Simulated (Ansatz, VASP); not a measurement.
One calculation of Al3Pd, two programs

```
Pd Al
1.0
     4.02432    0.00000    0.00000
     0.00000    4.02432    0.00000
     0.00000    0.00000    4.02432
Pd Al
1 3
Cartesian
  0.0000 0.0000 0.0000
  2.0122 2.0122 0.0000
  2.0122 0.0000 2.0122
  0.0000 2.0122 2.0122
```

Alike in both runs: task single point; functional LDA; k mesh 7 × 7 × 7; occupations fermi-dirac, width 0.05 eV; no spin polarisation.

```csv
,VASP,Ansatz
version,VASP 6.6.1,Ansatz 0.2.0
potentials or method,"VASP PAW LDA potentials, release 64 (Pd, Al)",Ansatz PAW
plane-wave cutoff (eV),500,420
valence electrons in the cell,19,27
```

VASP gave:

```
gap on the k mesh at the Fermi level (eV) : none
pressure (GPa)                            : -9.8
```

What did Ansatz give for the same quantities?

gap on the k mesh at the Fermi level (eV): none; pressure (GPa): -9.9.

LDA's correlation is that of Perdew and Zunger in VASP and of Perdew and Wang (1992) in Ansatz. A gap of «none» marks a metal or a gap that the smearing closes. VASP's potentials hold 19 valence electrons a cell and Ansatz's 27, so a difference there can come from the potentials and not from the codes.
